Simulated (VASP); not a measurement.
# PbO (P4/nmm) in VASP: a series of runs

PbO is run at these levels: PBE; tasks: single point, relaxation of cell and atoms.

Everything below comes from runs of VASP 6.6.1. Logs are shortened: lines on timing, memory, paths and dates and some standing lists are left out, and cuts for length are marked.

**1. The cell of the first run**

Symmetry: P4/nmm, No. 129, tetragonal system. The conventional cell has a = 4.057 Å, b = 4.057 Å, c = 5.596 Å, α = 90.00°, β = 90.00°, γ = 90.00°. Within 3.1 Å of Pb (site symmetry 4mm) lie 4 O at 2.35 Å. O (site symmetry -4m2) has 4 Pb at 2.35 Å and 4 O at 2.87 Å within 3.1 Å.

**2. Single point, PBE**

INCAR reads:

```
PREC = Accurate ; ENCUT = 520
EDIFF = 1E-6 ; ISMEAR = 0
SIGMA = 0.02 ; LREAL = F
LASPH = T ; NELM = 60
ALGO = Normal ; ISIF = 2
LWAVE = F ; LCHARG = F
GGA = PE ; NBANDS = 28
```

KPOINTS reads:

```
regular mesh
0
Gamma
  8 8 6
```

POSCAR reads:

```
PbO
1.0
    4.0568739951      0.0000000000      0.0000000000
    0.0000000000      4.0568739951      0.0000000000
    0.0000000000      0.0000000000      5.5964794922
Pb O
2 2
Direct
    0.0000000000      0.5000000000      0.2126146367
    0.5000000000      0.0000000000      0.7873853633
    0.0000000000      0.0000000000      0.0000000000
    0.5000000000      0.5000000000      0.0000000000
```

Potentials or basis: VASP PAW PBE potentials, release 64 (Pb_d, O).

Started as:

```console
cat potpaw_PBE.64/Pb_d/POTCAR potpaw_PBE.64/O/POTCAR > POTCAR
mpirun -np 1 vasp_std > vasp.out
```

OUTCAR:

```text
PREC = Accurate
   ENCUT = 520
   EDIFF = 1E-6
   ISMEAR = 0
   LREAL = F
   LASPH = T
   NELM = 60
   ISIF = 2
   GGA = PE

 ion  position               nearest neighbor table
   1  0.000  0.500  0.213-   3 2.35   4 2.35   3 2.35   4 2.35   2 3.73   2 3.73   2 3.73   2 3.73

   2  0.500  0.000  0.787-   3 2.35   4 2.35   4 2.35   3 2.35   1 3.73   1 3.73   1 3.73   1 3.73

   3  0.000  0.000  0.000-   1 2.35   2 2.35   1 2.35   2 2.35
   4  0.500  0.500  0.000-   1 2.35   2 2.35   2 2.35   1 2.35

  LATTYP: Found a simple tetragonal cell.
 ALAT       =     4.0568739951
 C/A-ratio  =     1.3795053775

  Lattice vectors:

 A1 = (   4.0568739951,   0.0000000000,   0.0000000000)
 A2 = (   0.0000000000,   4.0568739951,   0.0000000000)
 A3 = (   0.0000000000,   0.0000000000,   5.5964794922)

Analysis of symmetry for initial positions (statically):
=====================================================================
 Subroutine PRICEL returns:
 Original cell was already a primitive cell.

 Routine SETGRP: Setting up the symmetry group for a
 simple tetragonal supercell.

 Subroutine GETGRP returns: Found 16 space group operations
 (whereof  8 operations were pure point group operations)
 out of a pool of 16 trial point group operations.

The static configuration has the point symmetry D_2d.
 The point group associated with its full space group is D_4h.

Analysis of symmetry for dynamics (positions and initial velocities):
=====================================================================
 Subroutine PRICEL returns:
 Original cell was already a primitive cell.

 Routine SETGRP: Setting up the symmetry group for a
 simple tetragonal supercell.

 Subroutine GETGRP returns: Found 16 space group operations
 (whereof  8 operations were pure point group operations)
 out of a pool of 16 trial point group operations.

The dynamic configuration has the point symmetry D_2d.
 The point group associated with its full space group is D_4h.

 Subroutine INISYM returns: Found 16 space group operations
 (whereof  8 operations are pure point group operations),
 and found     1 'primitive' translations

----------------------------------------------------------------------------------------

                                     Primitive cell

  volume of cell :      92.1081

  direct lattice vectors                    reciprocal lattice vectors
     4.056873995  0.000000000  0.000000000     0.246495208  0.000000000  0.000000000
     0.000000000  4.056873995  0.000000000     0.000000000  0.246495208  0.000000000
     0.000000000  0.000000000  5.596479492     0.000000000  0.000000000  0.178683760

  length of vectors
     4.056873995  4.056873995  5.596479492     0.246495208  0.246495208  0.178683760

  position of ions in fractional coordinates (direct lattice)
     0.000000000  0.500000000  0.212614637
     0.500000000  0.000000000  0.787385363
     0.000000000  0.000000000  0.000000000
     0.500000000  0.500000000  0.000000000

  ion indices of the primitive-cell ions
   primitive index   ion index
                 1           1
                 2           2
                 3           3
                 4           4

----------------------------------------------------------------------------------------

 KPOINTS: regular mesh

Automatic generation of k-mesh.
 Grid dimensions read from file:
 generate k-points for:    8    8    6

 Generating k-lattice:

  Cartesian coordinates                     Fractional coordinates (reciprocal lattice)
     0.030811901  0.000000000  0.000000000     0.125000000  0.000000000  0.000000000
     0.000000000  0.030811901  0.000000000     0.000000000  0.125000000  0.000000000
     0.000000000  0.000000000  0.029780627     0.000000000  0.000000000  0.166666667

  Length of vectors
     0.030811901  0.030811901  0.029780627

  Shift w.r.t. Gamma in fractional coordinates (k-lattice)
     0.000000000  0.000000000  0.000000000

 Subroutine IBZKPT returns following result:
 ===========================================

 Found     60 irreducible k-points:

 Following reciprocal coordinates:
            Coordinates               Weight
  0.000000  0.000000  0.000000      1.000000
  0.125000  0.000000  0.000000      4.000000
  0.250000  0.000000  0.000000      4.000000
  0.375000  0.000000  0.000000      4.000000
  0.500000  0.000000  0.000000      2.000000
  0.125000  0.125000  0.000000      4.000000
[... 16 lines left out ...]
  0.375000  0.125000  0.166667     16.000000
  0.500000  0.125000  0.166667      8.000000
 [... further k-points ...]
   k-points           NKPTS =     60   k-points in BZ     NKDIM =     60   number of bands    NBANDS=     28
   number of dos      NEDOS =    301   number of ions     NIONS =      4
   total plane-waves  NPLWV =  37800
   dimension x,y,z NGX =    30 NGY =   30 NGZ =   42
   dimension x,y,z NGXF=    60 NGYF=   60 NGZF=   84
   ions per type =               2   2
   NGX,Y,Z   is equivalent  to a cutoff of  12.29, 12.29, 12.48 a.u.
   NGXF,Y,Z  is equivalent  to a cutoff of  24.59, 24.59, 24.95 a.u.
 SYSTEM =  unknown system
   PREC   = accura    normal or accurate (medium, high low for compatibility)
   ISTART =      0    job   : 0-new  1-cont  2-samecut
   ICHARG =      2    charge: 1-file 2-atom 10-const
   ISPIN  =      1    spin polarized calculation?
   LNONCOLLINEAR =      F non collinear calculations
   LSORBIT =      F    spin-orbit coupling
   LASPH  =      T    aspherical Exc in radial PAW
   ENCUT  =  520.0 eV  38.22 Ry    6.18 a.u.   7.54  7.54 10.41*2*pi/ulx,y,z
   NELM   =     60;   NELMIN=  2; NELMDL= -5     # of ELM steps
   EDIFF  = 0.1E-05   stopping-criterion for ELM
   LREAL  =      F    real-space projection
   EDIFFG = 0.1E-04   stopping-criterion for IOM
   NSW    =      0    number of steps for IOM
   IBRION =     -1    ionic relax: 0-MD 1-quasi-New 2-CG
   NFREE  =      0    steps in history (QN), initial steepest desc. (CG)
   ISIF   =      2    stress and relaxation
   ISYM   =      2    0-nonsym 1-usesym 2-fastsym
   POTIM  = 0.5000    time-step for ionic-motion
   TEBEG  =    0.0;   TEEND  =   0.0 temperature during run
   PSTRESS=    0.0 pullay stress
   NELECT =      40.0000    total number of electrons
   NUPDOWN=      -1.0000    fix difference up-down
   EMIN   =  10.00;   EMAX   =-10.00  energy-range for DOS
   EFERMI =   0.00;   METHOD = LEGACY
   ISMEAR =     0;   SIGMA  =   0.02  broadening in eV -4-tet -1-fermi 0-gaus
   EFERMI_NEDOS =   21; number of points for ismear=-14 and -15
   IALGO  =     38    algorithm
   IMIX   =      4    mixing-type and parameters
     AMIX     =   0.40;   BMIX     =  1.00
     AMIX_MAG =   1.60;   BMIX_MAG =  1.00
  volume/ion in A,a.u.               =      23.03       155.39
  Fermi-wavevector in a.u.,A,eV,Ry     =   1.239735  2.342759 20.911375  1.536943
  Thomas-Fermi vector in A             =   2.374206
   LORBIT       =      0    0 simple, 1 ext, 2 COOP (PROOUT), +10 PAW based schemes
   GGA     = PE    functional components
   LHFCALC =     F    Hartree Fock is set to
   AEXX    =    0.0000 exact exchange contribution
   IVDW    =     0    specifies the selected vdW correction
   LEPSILON=     F    determine dielectric tensor
   LRPA    =     F    only Hartree local field effects (RPA)
 non-spin polarized calculation
 Gauss-broadening in eV      SIGMA  =   0.02
  energy-cutoff  :      520.00
  volume of cell :       92.11
 maximum number of plane-waves:      2524
   NGX = 15   NGY = 15   NGZ = 21

 number of electron      40.0000001 magnetization

 Free energy of the ion-electron system (eV)
  ---------------------------------------------------
  ext. energy  EPLUGINS =         0.00000000
  ---------------------------------------------------
  free energy    TOTEN  =       -21.51778939 eV

  energy without entropy =      -21.51778939  energy(sigma->0) =      -21.51778939

 E-fermi :   3.8744     XC(G=0):  -8.9870

 val. band max:        3.7239775323   @ k =   0.0000   0.0000   0.0000
 cond. band min:       5.5284694532   @ k =   0.0000   0.0000   0.3333
 fundamental gap:      1.8044919209
 Fermi energy:         3.8743773360

 k-point     1 :       0.0000    0.0000    0.0000
  band No.  band energies     occupation
      1     -14.1796      2.00000
      2     -13.7829      2.00000
      3     -12.1335      2.00000
      4     -12.1335      2.00000
      5     -12.0867      2.00000
      6     -12.0778      2.00000
[... 20 lines left out ...]
     27      11.5277      0.00000
     28      12.1530      0.00000

 k-point     2 :       0.1250    0.0000    0.0000
  band No.  band energies     occupation
      1     -14.1539      2.00000
      2     -13.7907      2.00000
      3     -12.1301      2.00000
      4     -12.1252      2.00000
      5     -12.0785      2.00000
      6     -12.0697      2.00000
[... 20 lines left out ...]
     27      11.7902      0.00000
     28      13.0621      0.00000

 k-point     3 :       0.2500    0.0000    0.0000
  band No.  band energies     occupation
      1     -14.0880      2.00000
      2     -13.8164      2.00000
      3     -12.1208      2.00000
      4     -12.1033      2.00000
      5     -12.0539      2.00000
      6     -12.0465      2.00000
[... 20 lines left out ...]
     27      12.0849      0.00000
     28      14.5326      0.00000

 k-point     4 :       0.3750    0.0000    0.0000
  band No.  band energies     occupation
      1     -14.0060      2.00000
      2     -13.8626      2.00000
      3     -12.1069      2.00000
      4     -12.0772      2.00000
      5     -12.0676      2.00000
      6     -12.0400      2.00000
[... 578 lines left out ...]
     27      12.7793      0.00000
     28      14.1246      0.00000

 k-point    23 :       0.3750    0.1250    0.1667
  band No.  band energies     occupation
      1     -13.9947      2.00000
      2     -13.8635      2.00000
      3     -12.0998      2.00000
      4     -12.0730      2.00000
      5     -12.0632      2.00000
      6     -12.0337      2.00000
[... 20 lines left out ...]
     27      12.8703      0.00000
     28      13.4006      0.00000

 k-point    24 :       0.5000    0.1250    0.1667
  band No.  band energies     occupation
      1     -13.9232      2.00000
      2     -13.9232      2.00000
      3     -12.0845      2.00000
      4     -12.0845      2.00000
      5     -12.0489      2.00000
      6     -12.0489      2.00000
[... 20 lines left out ...]
     27      12.9940      0.00000
     28      12.9940      0.00000

 [... further k-points ...]

------------------------ aborting loop because EDIFF is reached ----------------------------------------

  FORCE on cell =-STRESS in cart. coord.  units (eV):
  Direction    XX          YY          ZZ          XY          YZ          ZX
  --------------------------------------------------------------------------------------
  -------------------------------------------------------------------------------------
  Total        0.0367976      0.0367976      0.0420847      0.0000000     -0.0000000      0.0000000
  in kB        0.6400777      0.6400777      0.7320430      0.0000000     -0.0000000      0.0000000
  external PRESSURE =       0.6707328 kB  Pullay stress =       0.0000000 kB

 VOLUME and BASIS-vectors are now :
 -----------------------------------------------------------------------------
  energy-cutoff  :      520.00
  volume of cell :       92.11
      direct lattice vectors                 reciprocal lattice vectors
     4.056873995  0.000000000  0.000000000     0.246495208  0.000000000  0.000000000
     0.000000000  4.056873995  0.000000000     0.000000000  0.246495208  0.000000000
     0.000000000  0.000000000  5.596479492     0.000000000  0.000000000  0.178683760

 POSITION                                       TOTAL-FORCE (eV/Angst)
 -----------------------------------------------------------------------------------
      0.00000      2.02844      1.18989        -0.000000      0.000000      0.037158
      2.02844      0.00000      4.40659         0.000000      0.000000     -0.037158
      0.00000      0.00000      0.00000        -0.000000      0.000000     -0.000000
      2.02844      2.02844      0.00000        -0.000000     -0.000000     -0.000000
 -----------------------------------------------------------------------------------
    total drift:                                0.000000      0.000000      0.000000

  FREE ENERGIE OF THE ION-ELECTRON SYSTEM (eV)
  ---------------------------------------------------
  free  energy   TOTEN  =       -21.5177893927 eV

  energy  without entropy=      -21.5177893927  energy(sigma->0) =      -21.51778939
```

It took 100 s on 1 thread of Intel Xeon Platinum 8488C (Sapphire Rapids), shared host; peak memory 0.27 GiB.

What came out:

```yaml
Free_energy: -21.5178 eV
Pressure: 0.1 GPa
Largest_force: 0.037 eV/Å
Band_gap_on_the_k_mesh: 1.80 eV (least direct gap 1.90 eV)
```

Forces on the atoms (eV/Å):
```
Pb   0.000  0.000  0.037
Pb   0.000  0.000 -0.037
O    0.000  0.000  0.000
O    0.000  0.000  0.000
```

Caveat: spin-orbit coupling is left out, which moves the levels of the heavy elements.

**3. Relaxation of cell and atoms, PBE**

This run uses another cell than the first one, of 20.32 Å³/atom.

INCAR reads:

```
PREC = Accurate ; ENCUT = 600
EDIFF = 1E-7 ; ISMEAR = 0
SIGMA = 0.02 ; LREAL = F
LASPH = T ; NELM = 100
ALGO = Normal ; ISIF = 3
LWAVE = F ; LCHARG = F
GGA = PE ; IBRION = 2
NSW = 70 ; EDIFFG = -0.005
```

KPOINTS reads:

```
Automatic mesh
0
Gamma
  8 8 6
```

POSCAR reads:

```
PbO
1.0
    4.0343848471      0.0000000000      0.0000000000
    0.0000000000      4.0343848471      0.0000000000
    0.0000000000      0.0000000000      4.9932162030
Pb O
2 2
Direct
    0.0000000000      0.5000000000      0.2377510646
    0.5000000000      0.0000000000      0.7622489354
    0.0000000000      0.0000000000      0.0000000000
    0.5000000000      0.5000000000      0.0000000000
```

Potentials or basis: VASP PAW PBE potentials, release 64 (Pb_d, O).

Started as:

```console
cat potpaw_PBE.64/Pb_d/POTCAR potpaw_PBE.64/O/POTCAR > POTCAR
mpirun -np 1 vasp_std > vasp.out
```

Run time: 18 min. Hardware: 1 thread of Intel Xeon Platinum 8488C (Sapphire Rapids), shared host; peak memory 0.28 GiB.

It converged, with:

```yaml
Free_energy: -21.5123 eV
Relaxed_volume: 22.67 Å³/atom
Relaxed_cell: a = 4.057 Å, b = 4.057 Å, c = 5.509 Å, α = 90.00°, β = 90.00°, γ = 90.00°
Space_group_after_relaxing_to_0.1_Å: P4/nmm (No. 129)
Energy_gained_by_relaxing: 10.9 meV/atom
Ionic_steps: 21
Pressure_after_relaxing: 0.0 GPa
Band_gap_on_the_k_mesh: 1.73 eV (least direct gap 1.95 eV)
```

The path:
```tsv
step	energy change (eV)	largest force (eV/Å)	pressure (GPa)	volume (Å³)
1	0.0000	0.0209	1.86	81.27
2	-0.0085	0.4039	-0.76	84.08
3	-0.0108	0.2725	0.03	83.17
4	-0.0168	0.1920	0.03	83.82
5	-0.0243	0.0293	0.08	85.69
6	-0.0300	0.0040	-0.03	86.45
7	-0.0404	0.0698	-0.24	88.70
8	-0.0364	0.2083	-0.41	93.03
9	-0.0430	0.0865	-0.24	90.12
10	-0.0377	0.2513	1.23	89.57
11	-0.0435	0.0119	0.08	90.00
12	-0.0436	0.0045	0.06	90.30
13	-0.0436	0.0139	0.05	90.48
14	-0.0435	0.0459	-0.22	90.88
15	-0.0437	0.0032	-0.03	90.59
16	-0.0437	0.0076	-0.01	90.62
17	-0.0437	0.0103	0.00	90.63
18	-0.0437	0.0100	0.00	90.63
19	-0.0437	0.0102	0.07	90.62
20	-0.0437	0.0007	0.03	90.62
21	-0.0437	0.0013	0.03	90.68
```

Final structure:
```
Pb O
1.0
     4.05731    0.00000    0.00000
     0.00000    4.05731    0.00000
     0.00000    0.00000    5.50869
Pb O
2 2
Direct
  0.00000 0.50000 0.21622
  0.50000 0.00000 0.78378
  0.00000 0.00000 0.00000
  0.50000 0.50000 0.00000
```

Levels at points of the mesh, in eV from the valence-band top:
```csv
k point,band 18,band 19,band 20,band 21,band 22,band 23
"(0.00, 0.00, 0.00)",-1.45,-1.45,0.00,1.95,4.61,5.91
"(0.50, 0.00, 0.00)",-2.71,-1.33,-1.33,3.17,3.17,5.80
"(0.50, 0.50, 0.00)",-1.57,-0.84,-0.84,1.73,1.73,5.24
"(0.00, 0.00, 0.50)",-1.46,-1.46,-0.75,1.82,4.28,4.46
"(0.50, 0.00, 0.50)",-2.69,-0.88,-0.88,2.90,2.90,6.42
"(0.50, 0.50, 0.50)",-1.88,-0.84,-0.84,3.70,3.70,4.07
```

Caveat: spin-orbit coupling is left out, which moves the levels of the heavy elements.
